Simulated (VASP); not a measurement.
# PbO2 (P4_2/mnm) in VASP: notebook, part 2 of 2

VASP 6.6.1.

## 3. Relaxation of cell and atoms, PBEsol, target pressure 20 GPa, at which the enthalpy is minimised

File INCAR:

```
SYSTEM = PbO2
PREC = Accurate ; ENCUT = 600
EDIFF = 1E-7 ; ISMEAR = -1
SIGMA = 0.05 ; LREAL = .False.
LASPH = .True. ; NELM = 100
ALGO = Normal ; ISIF = 3
LWAVE = .False. ; LCHARG = .False.
GGA = PS ; IBRION = 2
NSW = 60 ; EDIFFG = -0.01
PSTRESS = 200.0
```

File KPOINTS:

```
regular mesh
0
Gamma
  5 5 6
  0 0 0
```

File POSCAR:

```
PbO2
1.0
    4.9949598700      0.0000000000      0.0000000000
    0.0000000000      4.9949598700      0.0000000000
    0.0000000000      0.0000000000      3.4090009600
Pb O
2 4
Direct
    0.5000000000      0.5000000000      0.5000000000
    0.0000000000      0.0000000000      0.0000000000
    0.6925710400      0.6925710400      0.0000000000
    0.8074289600      0.1925710400      0.5000000000
    0.1925710400      0.8074289600      0.5000000000
    0.3074289600      0.3074289600      0.0000000000
```

Potentials or basis: VASP PAW PBE potentials, release 64 (Pb_d, O).

Command:

```bash
cat potpaw_PBE.64/Pb_d/POTCAR potpaw_PBE.64/O/POTCAR > POTCAR
mpirun -np 1 vasp_std > vasp.out
```

OUTCAR:

```text
SYSTEM = PbO2
   PREC = Accurate
   ENCUT = 600
   EDIFF = 1E-7
   ISMEAR = -1
   LREAL = .False.
   LASPH = .True.
   NELM = 100
   ISIF = 3
   GGA = PS
   IBRION = 2
   NSW = 60
   EDIFFG = -0.01
   PSTRESS = 200.0

 ion  position               nearest neighbor table
   1  0.500  0.500  0.500-   4 2.17   5 2.17   3 2.18   6 2.18   3 2.18   6 2.18   2 3.92   2 3.92
                             2 3.92   2 3.92   2 3.92   2 3.92   2 3.92   2 3.92
   2  0.000  0.000  0.000-   3 2.17   6 2.17   5 2.18   4 2.18   4 2.18   5 2.18   1 3.92   1 3.92
                             1 3.92   1 3.92   1 3.92   1 3.92   1 3.92   1 3.92
   3  0.693  0.693  0.000-   2 2.17   1 2.18   1 2.18
   4  0.807  0.193  0.500-   1 2.17   2 2.18   2 2.18
   5  0.193  0.807  0.500-   1 2.17   2 2.18   2 2.18
   6  0.307  0.307  0.000-   2 2.17   1 2.18   1 2.18

  LATTYP: Found a simple tetragonal cell.
 ALAT       =     4.9949598700
 C/A-ratio  =     0.6824881578

  Lattice vectors:

 A1 = (   4.9949598700,   0.0000000000,   0.0000000000)
 A2 = (   0.0000000000,   4.9949598700,   0.0000000000)
 A3 = (   0.0000000000,   0.0000000000,   3.4090009600)

Analysis of symmetry for initial positions (statically):
=====================================================================
 Subroutine PRICEL returns:
 Original cell was already a primitive cell.

 Routine SETGRP: Setting up the symmetry group for a
 simple tetragonal supercell.

 Subroutine GETGRP returns: Found 16 space group operations
 (whereof  8 operations were pure point group operations)
 out of a pool of 16 trial point group operations.

The static configuration has the point symmetry D_2h.
 The point group associated with its full space group is D_4h.

Analysis of symmetry for dynamics (positions and initial velocities):
=====================================================================
 Subroutine PRICEL returns:
 Original cell was already a primitive cell.

 Routine SETGRP: Setting up the symmetry group for a
 simple tetragonal supercell.

 Subroutine GETGRP returns: Found 16 space group operations
 (whereof  8 operations were pure point group operations)
 out of a pool of 16 trial point group operations.

The dynamic configuration has the point symmetry D_2h.
 The point group associated with its full space group is D_4h.

 Subroutine INISYM returns: Found 16 space group operations
 (whereof  8 operations are pure point group operations),
 and found     1 'primitive' translations

----------------------------------------------------------------------------------------

                                     Primitive cell

  volume of cell :      85.0533

  direct lattice vectors                    reciprocal lattice vectors
     4.994959870  0.000000000  0.000000000     0.200201809  0.000000000  0.000000000
     0.000000000  4.994959870  0.000000000     0.000000000  0.200201809  0.000000000
     0.000000000  0.000000000  3.409000960     0.000000000  0.000000000  0.293341073

  length of vectors
     4.994959870  4.994959870  3.409000960     0.200201809  0.200201809  0.293341073

  position of ions in fractional coordinates (direct lattice)
     0.500000000  0.500000000  0.500000000
     0.000000000  0.000000000  0.000000000
     0.692571040  0.692571040  0.000000000
     0.807428960  0.192571040  0.500000000
[... 34 lines left out ...]
 ===========================================

 Found     24 irreducible k-points:

 Following reciprocal coordinates:
            Coordinates               Weight
  0.000000  0.000000  0.000000      1.000000
  0.200000  0.000000  0.000000      4.000000
  0.400000  0.000000  0.000000      4.000000
  0.200000  0.200000  0.000000      4.000000
  0.400000  0.200000  0.000000      8.000000
  0.400000  0.400000  0.000000      4.000000
[... 16 lines left out ...]
  0.400000  0.200000  0.500000      8.000000
  0.400000  0.400000  0.500000      4.000000
   k-points           NKPTS =     24   k-points in BZ     NKDIM =     24   number of bands    NBANDS=     31
   number of dos      NEDOS =    301   number of ions     NIONS =      6
   total plane-waves  NPLWV =  44800
   dimension x,y,z NGX =    40 NGY =   40 NGZ =   28
   dimension x,y,z NGXF=    80 NGYF=   80 NGZF=   56
   ions per type =               2   4
   NGX,Y,Z   is equivalent  to a cutoff of  13.31, 13.31, 13.65 a.u.
   NGXF,Y,Z  is equivalent  to a cutoff of  26.63, 26.63, 27.31 a.u.
 SYSTEM =  PbO2
   PREC   = accura    normal or accurate (medium, high low for compatibility)
   ISTART =      0    job   : 0-new  1-cont  2-samecut
   ICHARG =      2    charge: 1-file 2-atom 10-const
   ISPIN  =      1    spin polarized calculation?
   LNONCOLLINEAR =      F non collinear calculations
   LSORBIT =      F    spin-orbit coupling
   LASPH  =      T    aspherical Exc in radial PAW
   ENCUT  =  600.0 eV  44.10 Ry    6.64 a.u.   9.98  9.98  6.81*2*pi/ulx,y,z
   NELM   =    100;   NELMIN=  2; NELMDL= -5     # of ELM steps
   EDIFF  = 0.1E-06   stopping-criterion for ELM
   LREAL  =      F    real-space projection
   EDIFFG = -.1E-01   stopping-criterion for IOM
   NSW    =     60    number of steps for IOM
   IBRION =      2    ionic relax: 0-MD 1-quasi-New 2-CG
   NFREE  =      1    steps in history (QN), initial steepest desc. (CG)
   ISIF   =      3    stress and relaxation
   ISYM   =      2    0-nonsym 1-usesym 2-fastsym
   POTIM  = 0.5000    time-step for ionic-motion
   TEBEG  =    0.0;   TEEND  =   0.0 temperature during run
   PSTRESS=  200.0 pullay stress
   NELECT =      52.0000    total number of electrons
   NUPDOWN=      -1.0000    fix difference up-down
   EMIN   =  10.00;   EMAX   =-10.00  energy-range for DOS
   EFERMI =   0.00;   METHOD = LEGACY
   ISMEAR =    -1;   SIGMA  =   0.05  broadening in eV -4-tet -1-fermi 0-gaus
   EFERMI_NEDOS =   21; number of points for ismear=-14 and -15
   IALGO  =     38    algorithm
   IMIX   =      4    mixing-type and parameters
     AMIX     =   0.40;   BMIX     =  1.00
     AMIX_MAG =   1.60;   BMIX_MAG =  1.00
  volume/ion in A,a.u.               =      14.18        95.66
  Fermi-wavevector in a.u.,A,eV,Ry     =   1.389458  2.625696 26.267337  1.930595
  Thomas-Fermi vector in A             =   2.513487
   LORBIT       =      0    0 simple, 1 ext, 2 COOP (PROOUT), +10 PAW based schemes
   GGA     = PS    functional components
   LHFCALC =     F    Hartree Fock is set to
   AEXX    =    0.0000 exact exchange contribution
   IVDW    =     0    specifies the selected vdW correction
   LEPSILON=     F    determine dielectric tensor
   LRPA    =     F    only Hartree local field effects (RPA)
 conjugate gradient relaxation of ions
 non-spin polarized calculation
  energy-cutoff  :      600.00
  volume of cell :       85.05
 maximum number of plane-waves:      2858
 NGX is ok and might be reduce to    40
   NGX = 19   NGY = 19   NGZ = 13

--------------------------------------- Ionic step        1  -------------------------------------------

 number of electron      52.0000009 magnetization

 Free energy of the ion-electron system (eV)
  ---------------------------------------------------
  ext. energy  EPLUGINS =         0.00000000
  ---------------------------------------------------
  free energy    TOTEN  =       -34.07708376 eV

  energy without entropy =      -34.07444510  energy(sigma->0) =      -34.07576443

------------------------ aborting loop because EDIFF is reached ----------------------------------------

  FORCE on cell =-STRESS in cart. coord.  units (eV):
  Direction    XX          YY          ZZ          XY          YZ          ZX
  --------------------------------------------------------------------------------------
  -------------------------------------------------------------------------------------
  Total        0.1480168      0.1480168      0.2524353      0.0000000      0.0000000      0.0000000
  in kB        2.7882421      2.7882421      4.7552075      0.0000000      0.0000000      0.0000000
  external PRESSURE =    -196.5561028 kB  Pullay stress =     200.0000000 kB
[... 109 lines left out ...]
  energy  without entropy=      -33.6292366078  energy(sigma->0) =      -33.63052497

  enthalpy is  TOTEN    =       -24.0336889463 eV   P V=        9.5981243814

[... ionic steps 4 to 11 ...]

--------------------------------------- Ionic step       12  -------------------------------------------

 number of electron      51.9999988 magnetization

------------------------ aborting loop because EDIFF is reached ----------------------------------------
[... 79 lines left out ...]
--------------------------------------- Ionic step       14  -------------------------------------------

 number of electron      51.9999987 magnetization

 Free energy of the ion-electron system (eV)
  ---------------------------------------------------
  ext. energy  EPLUGINS =         0.00000000
  ---------------------------------------------------
  free energy    TOTEN  =       -33.56568199 eV

  energy without entropy =      -33.56272275  energy(sigma->0) =      -33.56420237

 E-fermi :   5.4726     XC(G=0): -11.5093

 val. band max:        5.3715136322   @ k =   0.0000   0.0000   0.0000
 cond. band min:       6.2312783844   @ k =   0.2000   0.0000   0.0000
 fundamental gap:      0.8597647522
 Fermi energy:         5.4726138080

 k-point     1 :       0.0000    0.0000    0.0000
  band No.  band energies     occupation
      1     -13.6124      2.00000
      2     -13.3193      2.00000
      3     -11.3561      2.00000
      4     -11.3561      2.00000
      5     -10.2749      2.00000
      6      -9.9532      2.00000
[... 842 lines left out ...]
  energy  without entropy=      -33.5627227521  energy(sigma->0) =      -33.56420237

  enthalpy is  TOTEN    =       -24.0860729509 eV   P V=        9.4796090353

 reached required accuracy - stopping structural energy minimisation
```

It took 24 min on 1 thread of AMD EPYC 7R13, shared host; peak memory 0.22 GiB.

What came out:

```yaml
Free_energy: -33.5657 eV
Relaxed_volume: 12.66 Å³/atom
Relaxed_cell: a = 4.731 Å, b = 4.731 Å, c = 3.393 Å, α = 90.00°, β = 90.00°, γ = 90.00°
Space_group_after_relaxing_to_0.05_Å: P4_2/mnm (No. 136)
Energy_change_on_relaxing_the_enthalpy_is_what_falls: +85.2 meV/atom
Ionic_steps: 14
Pressure_after_relaxing: 19.9 GPa
Largest_force_after_relaxing: 0.006 eV/Å
```

Forces in eV/Å, atoms in the order of the input:
```
Pb   0.000  0.000  0.000
Pb   0.000  0.000  0.000
O   -0.005 -0.005  0.000
O    0.005 -0.005  0.000
O   -0.005  0.005  0.000
O    0.005  0.005  0.000
```

Step by step:
```tsv
step	energy change (eV)	largest force (eV/Å)	pressure (GPa)	volume (Å³)
1	0.0000	0.0100	0.34	85.05
2	3.4838	0.9562	73.39	65.39
3	0.4453	0.2825	19.00	76.89
4	0.4771	0.2941	19.80	76.63
5	0.4974	0.3013	20.30	76.46
6	0.5197	0.1084	20.60	75.98
7	0.5331	0.2074	20.75	75.86
8	0.4598	0.1195	18.83	76.39
9	0.4529	0.1101	18.63	76.45
10	0.5024	0.0166	19.79	76.01
11	0.5093	0.0333	19.94	75.96
12	0.5151	0.0098	20.05	75.91
13	0.5180	0.0018	20.10	75.89
14	0.5114	0.0065	19.91	75.94
```

Final structure:
```
Pb O
1.0
     4.73097    0.00000    0.00000
     0.00000    4.73097    0.00000
     0.00000    0.00000    3.39289
Pb O
2 4
Direct
  0.50000 0.50000 0.50000
  0.00000 0.00000 0.00000
  0.69262 0.69262 0.00000
  0.80738 0.19262 0.50000
  0.19262 0.80738 0.50000
  0.30738 0.30738 0.00000
```

Levels at points of the mesh, in eV from the Fermi level:
```tsv
k point	band 23	band 24	band 25	band 26	band 27	band 28	band 29	band 30
(0.00, 0.00, 0.00)	-0.83	-0.68	-0.68	-0.66	-0.10	4.75	5.78	5.78
(0.00, 0.00, 0.50)	-1.52	-1.52	-1.07	-1.07	4.52	4.52	9.43	9.43
```

Caveat: the cell is relaxed towards a set pressure, so the enthalpy falls and the energy may rise; the PAW data sets were made with another functional, which shifts forces and pressure a little; spin-orbit coupling is left out, which moves the levels of the heavy elements.

## 4. Relaxation of cell and atoms, PBEsol, target pressure 30 GPa, at which the enthalpy is minimised

File INCAR:

```
SYSTEM = PbO2
PREC = Accurate ; ENCUT = 600
EDIFF = 1E-7 ; ISMEAR = -1
SIGMA = 0.05 ; LREAL = .FALSE.
LASPH = .TRUE. ; NELM = 60
ALGO = Normal ; ISIF = 3
LWAVE = .FALSE. ; LCHARG = .FALSE.
GGA = PS ; IBRION = 2
NSW = 60 ; EDIFFG = -0.01
PSTRESS = 300.0
```

File KPOINTS:

```
regular mesh
0
G
  5 5 6
  0 0 0
```

POSCAR is that of step 3.

Potentials or basis: VASP PAW PBE potentials, release 64 (Pb_d, O).

Command:

```bash
cat potpaw_PBE.64/Pb_d/POTCAR potpaw_PBE.64/O/POTCAR > POTCAR
mpirun -np 1 vasp_std > vasp.out
```

OUTCAR:

```text
SYSTEM = PbO2
   PREC = Accurate
   ENCUT = 600
   EDIFF = 1E-7
   ISMEAR = -1
   LREAL = .FALSE.
   LASPH = .TRUE.
   NELM = 60
   ISIF = 3
   GGA = PS
   IBRION = 2
   NSW = 60
   EDIFFG = -0.01
   PSTRESS = 300.0

 ion  position               nearest neighbor table
   1  0.500  0.500  0.500-   4 2.17   5 2.17   3 2.18   6 2.18   3 2.18   6 2.18   2 3.92   2 3.92
                             2 3.92   2 3.92   2 3.92   2 3.92   2 3.92   2 3.92
   2  0.000  0.000  0.000-   3 2.17   6 2.17   5 2.18   4 2.18   4 2.18   5 2.18   1 3.92   1 3.92
                             1 3.92   1 3.92   1 3.92   1 3.92   1 3.92   1 3.92
   3  0.693  0.693  0.000-   2 2.17   1 2.18   1 2.18
   4  0.807  0.193  0.500-   1 2.17   2 2.18   2 2.18
   5  0.193  0.807  0.500-   1 2.17   2 2.18   2 2.18
   6  0.307  0.307  0.000-   2 2.17   1 2.18   1 2.18

  LATTYP: Found a simple tetragonal cell.
 ALAT       =     4.9949598700
 C/A-ratio  =     0.6824881578

[... 1133 lines left out ...]
  energy  without entropy=      -33.2943610833  energy(sigma->0) =      -33.29580498

  enthalpy is  TOTEN    =       -19.3408736534 eV   P V=       13.9563752279

[... ionic steps 4 to 12 ...]

--------------------------------------- Ionic step       13  -------------------------------------------

 number of electron      51.9999991 magnetization

------------------------ aborting loop because EDIFF is reached ----------------------------------------
[... 79 lines left out ...]
--------------------------------------- Ionic step       15  -------------------------------------------

 number of electron      51.9999990 magnetization

 Free energy of the ion-electron system (eV)
  ---------------------------------------------------
  ext. energy  EPLUGINS =         0.00000000
  ---------------------------------------------------
  free energy    TOTEN  =       -33.09622909 eV

  energy without entropy =      -33.09335338  energy(sigma->0) =      -33.09479124

 E-fermi :   6.0980     XC(G=0): -11.7421

 val. band max:        5.9488573142   @ k =   0.4000   0.2000   0.5000
 cond. band min:       7.0788479630   @ k =   0.2000   0.0000   0.0000
 fundamental gap:      1.1299906488
 Fermi energy:         6.0979933897

 k-point     1 :       0.0000    0.0000    0.0000
  band No.  band energies     occupation
      1     -13.4182      2.00000
      2     -13.0517      2.00000
      3     -10.9576      2.00000
      4     -10.9576      2.00000
      5      -9.8261      2.00000
      6      -9.4690      2.00000
[... 842 lines left out ...]
  energy  without entropy=      -33.0933533816  energy(sigma->0) =      -33.09479124

  enthalpy is  TOTEN    =       -19.4461157604 eV   P V=       13.6501133314

 reached required accuracy - stopping structural energy minimisation
```

OSZICAR:

```text
N       E                     dE             d eps       ncg     rms          rms(c)
DAV:   1     0.723790108827E+03    0.72379E+03   -0.28312E+04  1495   0.226E+03
DAV:   2     0.655075423405E+02   -0.65828E+03   -0.63564E+03  1621   0.585E+02
DAV:   3    -0.346141095598E+02   -0.10012E+03   -0.97628E+02  1945   0.241E+02
DAV:   4    -0.389372719616E+02   -0.43232E+01   -0.43092E+01  1816   0.531E+01
[... 154 lines left out ...]
DAV:   2    -0.330962495270E+02    0.95692E-04   -0.29081E-04  1966   0.240E-01    0.240E-02
DAV:   3    -0.330962311567E+02    0.18370E-04   -0.51718E-05  2090   0.162E-01    0.468E-03
DAV:   4    -0.330962299105E+02    0.12462E-05   -0.60702E-06  2323   0.383E-02    0.175E-03
DAV:   5    -0.330962290918E+02    0.81871E-06   -0.86820E-07  2188   0.113E-02    0.886E-04
DAV:   6    -0.330962290918E+02    0.90949E-12   -0.67515E-08   800   0.709E-03
  15 F= -.19446116E+02 E0= -.19444678E+02  d E =-.629924E-05
```

Wall time 26 min (1 thread of AMD EPYC 7R13, shared host); peak memory 0.23 GiB.

What came out:

| Quantity | Value |
| --- | --- |
| Free energy | -33.0962 eV |
| Relaxed volume | 12.15 Å³/atom |
| Relaxed cell | a = 4.638 Å, b = 4.638 Å, c = 3.389 Å, α = 90.00°, β = 90.00°, γ = 90.00° |
| Space group after relaxing (to 0.05 Å) | P4_2/mnm (No. 136) |
| Energy change on relaxing (the enthalpy is what falls) | +163.5 meV/atom |
| Ionic steps | 15 |
| Pressure after relaxing | 29.9 GPa |
| Band gap on the k mesh | zero (band 26 reaches 5.95 eV, above the bottom of band 27 at 5.83 eV) |

The path:
| step | energy change (eV) | largest force (eV/Å) | pressure (GPa) | volume (Å³) |
| --- | --- | --- | --- | --- |
| 1 | 0.0000 | 0.0100 | 0.34 | 85.05 |
| 2 | 9.5824 | 1.8124 | 160.24 | 56.67 |
| 3 | 0.7798 | 0.3895 | 26.76 | 74.54 |
| 4 | 0.8875 | 0.4194 | 29.01 | 73.92 |
| 5 | 0.9368 | 0.4324 | 30.02 | 73.65 |
| 6 | 0.9835 | 0.2637 | 30.65 | 73.04 |
| 7 | 0.9913 | 0.3126 | 30.73 | 72.99 |
| 8 | 0.8970 | 0.1853 | 28.68 | 73.41 |
| 9 | 0.8527 | 0.1126 | 27.58 | 73.63 |
| 10 | 0.9614 | 0.0208 | 29.66 | 73.01 |
| 11 | 0.9775 | 0.0399 | 29.94 | 72.92 |
| 12 | 0.9802 | 0.0430 | 30.00 | 72.90 |
| 13 | 0.9848 | 0.0183 | 30.06 | 72.88 |
| 14 | 0.9883 | 0.0002 | 30.10 | 72.86 |
| 15 | 0.9809 | 0.0020 | 29.94 | 72.90 |

Final structure:
```
Pb O
1.0
     4.63779    0.00000    0.00000
     0.00000    4.63779    0.00000
     0.00000    0.00000    3.38925
Pb O
2 4
Direct
  0.50000 0.50000 0.50000
  0.00000 0.00000 0.00000
  0.69185 0.69185 0.00000
  0.80815 0.19185 0.50000
  0.19185 0.80815 0.50000
  0.30815 0.30815 0.00000
```

Levels at points of the mesh, in eV from the Fermi level:
```tsv
k point	band 22	band 23	band 24	band 25	band 26	band 27	band 28	band 29	band 30	band 31
(0.00, 0.00, 0.00)	-1.00	-0.79	-0.77	-0.77	-0.55	-0.26	4.83	5.71	5.71	9.99
(0.00, 0.00, 0.50)	-2.36	-1.75	-1.75	-1.26	-1.26	4.78	4.78	9.55	9.58	9.58
```

Caveat: the cell is relaxed towards a set pressure, so the enthalpy falls and the energy may rise; the PAW data sets were made with another functional, which shifts forces and pressure a little; spin-orbit coupling is left out, which moves the levels of the heavy elements.

## 5. Summary

| task | level | cell | k mesh | cutoff (eV) | smearing | gap on the mesh (eV) | pressure (GPa) | largest force (eV/Å) |
| --- | --- | --- | --- | --- | --- | --- | --- | --- |
| single point | r2SCAN | as given | 5 × 5 × 7 | 520 | methfessel-paxton 0.1 eV | 0.13 | 0.2 | 0.02 |
| relaxation of cell and atoms | PBEsol | relaxed to 20 GPa | 5 × 5 × 6 | 600 | fermi-dirac 0.05 eV | - | 19.9 | 0.01 |
| relaxation of cell and atoms | PBEsol | relaxed to 30 GPa | 5 × 5 × 6 | 600 | fermi-dirac 0.05 eV | none | 29.9 | - |

Alike in all rows: potentials or basis VASP PAW PBE potentials, release 64 (Pb_d, O); no spin polarisation.

Caveats: the PAW data sets were made with another functional, which shifts forces and pressure a little; spin-orbit coupling is left out, which moves the levels of the heavy elements; the cell is relaxed towards a set pressure, so the enthalpy falls and the energy may rise (some runs).

Absolute energies hang on the potentials; compare differences alone.
